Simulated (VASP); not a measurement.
# MnAs (P6_3/mmc) in VASP: single point with PBE

Aim: the single point of MnAs with PBE.

Everything below comes from runs of VASP 6.6.1. Logs are shortened: lines on timing, memory, paths and dates and some standing lists are left out, and cuts for length are marked.

### 1 The cell of the first run

Symmetry: P6_3/mmc, No. 194, hexagonal system. The conventional cell has a = 3.710 Å, b = 3.710 Å, c = 5.691 Å, α = 90.00°, β = 90.00°, γ = 120.00°. Mn (site symmetry -3m) has 6 As at 2.57 Å and 2 Mn at 2.85 Å within 3.4 Å. As (site symmetry -6m2) has 6 Mn at 2.57 Å within 3.4 Å.

### 2 Single point, PBE, collinear spin, ferromagnetic start

INCAR

```
SYSTEM = MnAs
ALGO = Normal
EDIFF = 1E-6
ENCUT = 500
GGA = PE
GGA_COMPAT = .FALSE.
ISIF = 2
ISMEAR = 0
ISPIN = 2
LASPH = .TRUE.
LCHARG = .TRUE.
LELF = .TRUE.
LMAXMIX = 4
LORBIT = 11
LREAL = .FALSE.
LVHAR = .TRUE.
LWAVE = .FALSE.
MAGMOM = 3.5 3.5 0 0
NBANDS = 30
NELM = 200
PREC = Accurate
SIGMA = 0.1
```

KPOINTS

```
k-points
0
G
  6 6 4
  0 0 0
```

POSCAR

```
MnAs
1.0
    3.7100000000      0.0000000000      0.0000000000
   -1.8550000000      3.2129542480      0.0000000000
    0.0000000000      0.0000000000      5.6910000000
Mn As
2 2
Direct
    0.0000000000      0.0000000000      0.0000000000
    0.0000000000      0.0000000000      0.5000000000
    0.3333333330      0.6666666670      0.2500000000
    0.6666666670      0.3333333330      0.7500000000
```

Potentials or basis: VASP PAW PBE potentials, release 64 (Mn_pv, As).

Launch:

```
> cat potpaw_PBE.64/Mn_pv/POTCAR potpaw_PBE.64/As/POTCAR > POTCAR
> mpirun -np 1 vasp_std > vasp.out
```

OUTCAR:

```text
SYSTEM = MnAs
   EDIFF = 1E-6
   ENCUT = 500
   GGA = PE
   ISIF = 2
   ISMEAR = 0
   ISPIN = 2
   LASPH = .TRUE.
   LORBIT = 11
   LREAL = .FALSE.
   NELM = 200
   PREC = Accurate

 ion  position               nearest neighbor table
   1  0.000  0.000  0.000-   3 2.57   4 2.57   3 2.57   4 2.57   4 2.57   3 2.57   2 2.85   2 2.85

   2  0.000  0.000  0.500-   3 2.57   4 2.57   3 2.57   4 2.57   4 2.57   3 2.57   1 2.85   1 2.85

   3  0.333  0.667  0.250-   1 2.57   2 2.57   1 2.57   2 2.57   1 2.57   2 2.57
   4  0.667  0.333  0.750-   1 2.57   2 2.57   1 2.57   2 2.57   1 2.57   2 2.57

  LATTYP: Found a hexagonal cell.
 ALAT       =     3.7100000000
 C/A-ratio  =     1.5339622642

  Lattice vectors:

 A1 = (   3.7100000000,   0.0000000000,   0.0000000000)
 A2 = (  -1.8550000000,   3.2129542480,   0.0000000000)
 A3 = (   0.0000000000,   0.0000000000,   5.6910000000)

Analysis of symmetry for initial positions (statically):
=====================================================================
 Subroutine PRICEL returns:
 Original cell was already a primitive cell.

 Routine SETGRP: Setting up the symmetry group for a
 hexagonal supercell.

 Subroutine GETGRP returns: Found 24 space group operations
 (whereof 12 operations were pure point group operations)
 out of a pool of 24 trial point group operations.

The static configuration has the point symmetry D_3d.
 The point group associated with its full space group is D_6h.

Analysis of symmetry for dynamics (positions and initial velocities):
=====================================================================
 Subroutine PRICEL returns:
 Original cell was already a primitive cell.

 Routine SETGRP: Setting up the symmetry group for a
 hexagonal supercell.

 Subroutine GETGRP returns: Found 24 space group operations
 (whereof 12 operations were pure point group operations)
 out of a pool of 24 trial point group operations.

The dynamic configuration has the point symmetry D_3d.
 The point group associated with its full space group is D_6h.

Analysis of structural, dynamic, and magnetic symmetry:
=====================================================================
 Subroutine PRICEL returns:
 Original cell was already a primitive cell.

 Routine SETGRP: Setting up the symmetry group for a
 hexagonal supercell.

 Subroutine GETGRP returns: Found 24 space group operations
 (whereof 12 operations were pure point group operations)
 out of a pool of 24 trial point group operations.

The overall configuration has the point symmetry D_3d.
 The point group associated with its full space group is D_6h.

 Subroutine INISYM returns: Found 24 space group operations
 (whereof 12 operations are pure point group operations),
[... 126 lines left out ...]
   LRPA    =     F    only Hartree local field effects (RPA)
 spin polarized calculation
 Gauss-broadening in eV      SIGMA  =   0.10
  energy-cutoff  :      500.00
  volume of cell :       67.84
 maximum number of plane-waves:      1752
 NGX is ok and might be reduce to    28
   NGX = 13   NGY = 13   NGZ = 21

 number of electron      35.9999987 magnetization       6.2461593

 Free energy of the ion-electron system (eV)
  ---------------------------------------------------
  ext. energy  EPLUGINS =         0.00000000
  ---------------------------------------------------
  free energy    TOTEN  =       -28.24053089 eV

  energy without entropy =      -28.22860311  energy(sigma->0) =      -28.23456700

 E-fermi :   6.8499     XC(G=0): -11.1668

 val. band max:        6.8427632398   @ k =   0.0000   0.0000   0.2500
 cond. band min:       6.9116098310   @ k =   0.3333   0.1667   0.0000
 fundamental gap:      0.0688465912
 Fermi energy:         6.8498939792

 spin component 1

 k-point     1 :       0.0000    0.0000    0.0000
  band No.  band energies     occupation
      1     -43.1339      1.00000
      2     -43.1339      1.00000
      3     -43.1246      1.00000
      4     -43.1246      1.00000
      5     -42.9285      1.00000
      6     -42.8320      1.00000
[... 682 lines left out ...]
     29      16.3119      0.00000
     30      16.3119      0.00000
 Fermi energy:         6.8498939792

 spin component 2

 k-point     1 :       0.0000    0.0000    0.0000
  band No.  band energies     occupation
      1     -39.6970      1.00000
      2     -39.6970      1.00000
      3     -39.6906      1.00000
      4     -39.6856      1.00000
      5     -39.6856      1.00000
      6     -39.5774      1.00000
[... 682 lines left out ...]
     29      16.7271      0.00000
     30      16.7271      0.00000

------------------------ aborting loop because EDIFF is reached ----------------------------------------

  FORCE on cell =-STRESS in cart. coord.  units (eV):
  Direction    XX          YY          ZZ          XY          YZ          ZX
  --------------------------------------------------------------------------------------
  -------------------------------------------------------------------------------------
  Total       -1.1761742     -1.1761742     -2.1532450      0.0000000      0.0000000     -0.0000000
  in kB      -27.7789088    -27.7789088    -50.8553914      0.0000000      0.0000000     -0.0000000
  external PRESSURE =     -35.4710697 kB  Pullay stress =       0.0000000 kB

 VOLUME and BASIS-vectors are now :
 -----------------------------------------------------------------------------
  energy-cutoff  :      500.00
  volume of cell :       67.84
      direct lattice vectors                 reciprocal lattice vectors
     3.710000000  0.000000000  0.000000000     0.269541779  0.155620019  0.000000000
    -1.855000000  3.212954248  0.000000000     0.000000000  0.311240037  0.000000000
     0.000000000  0.000000000  5.691000000     0.000000000  0.000000000  0.175716043

 POSITION                                       TOTAL-FORCE (eV/Angst)
 -----------------------------------------------------------------------------------
      0.00000      0.00000      0.00000         0.000000      0.000000      0.000000
      0.00000      0.00000      2.84550         0.000000      0.000000      0.000000
     -0.00000      2.14197      1.42275         0.000000     -0.000000     -0.000000
      1.85500      1.07098      4.26825        -0.000000      0.000000      0.000000
 -----------------------------------------------------------------------------------
    total drift:                                0.000000     -0.000000      0.000000

  FREE ENERGIE OF THE ION-ELECTRON SYSTEM (eV)
  ---------------------------------------------------
  free  energy   TOTEN  =       -28.2405308877 eV

  energy  without entropy=      -28.2286031115  energy(sigma->0) =      -28.23456700

 total charge

# of ion       s       p       d       tot
------------------------------------------
    1        0.280   6.239   5.058  11.577
    2        0.280   6.239   5.058  11.577
    3        1.227   1.508   0.049   2.785
    4        1.227   1.508   0.049   2.785
--------------------------------------------------
tot          3.014  15.495  10.214  28.722

 magnetization (x)

# of ion       s       p       d       tot
------------------------------------------
    1        0.037   0.024   3.131   3.192
    2        0.037   0.024   3.131   3.192
    3        0.010  -0.144   0.007  -0.126
    4        0.010  -0.144   0.007  -0.126
--------------------------------------------------
tot          0.094  -0.241   6.278   6.131
```

stdout:

```text
POSCAR found type information on POSCAR MnAs
 POSCAR found :  2 types and       4 ions
 scaLAPACK will be used
 LDA part: xc-table for (Slater+PW92), standard interpolation
 POSCAR, INCAR and KPOINTS ok, starting setup
 FFT: planning ... GRIDC
 FFT: planning ... GRID_SOFT
 FFT: planning ... GRID
 WAVECAR not read
 entering main loop
```

It took 81 s on 1 thread of Intel Xeon 8259CL, shared host; peak memory 0.23 GiB.

Results:

```
Free energy                                           : -28.2405 eV
Pressure                                              : -3.5 GPa
Net moment                                            : 6.25 μB per cell
Site moments                                          : Mn +3.19; As -0.13 μB
Valence electrons inside the program's atomic spheres : Mn 11.58; As 2.79
```

Caveat: the cell stands under tension; the run started ferromagnetic, and an antiferromagnetic order may lie lower in energy.
